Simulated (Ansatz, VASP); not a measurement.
**PbO2 in VASP and in Ansatz**

```
Pb O
1.0
     0.00000    2.70199    2.70199
     2.70199    0.00000    2.70199
     2.70199    2.70199    0.00000
Pb O
1 2
Direct
  0.99611 0.00198 0.00536
  0.74542 0.74686 0.74195
  0.23800 0.27224 0.24122
```

Change from the starting cell: atoms moved at random, drawn with an rms of 0.05 Å.

Alike in both runs: task single point; functional PBEsol; k mesh 9 × 9 × 9; occupations fermi-dirac, width 0.05 eV; no spin polarisation.

|  | VASP | Ansatz |
| --- | --- | --- |
| version | VASP 6.6.1 | Ansatz 0.2.0 |
| potentials or method | VASP PAW PBE potentials, release 64 (Pb_d, O), cutoff 520 eV | all-electron LAPW, scalar-relativistic |

```csv
,VASP,Ansatz,Ansatz less VASP
gap on the k mesh at the Fermi level (eV),none,none,-
pressure (GPa),-5.1,-5.3,-0.18
"traceless stress, the component that is largest in VASP (GPa)",-0.37,-0.32,+0.041
rms of the force components (eV/Å),0.235,0.232,-0.0034
```

VASP's potentials were made for PBE, not for PBEsol. Atom by atom the forces differ by 0.004 eV/Å (rms over components). A gap of «none» marks a metal or a gap that the smearing closes. Ansatz ran all-electron here, and VASP with PAW potentials.

Neither program's run includes spin-orbit coupling.
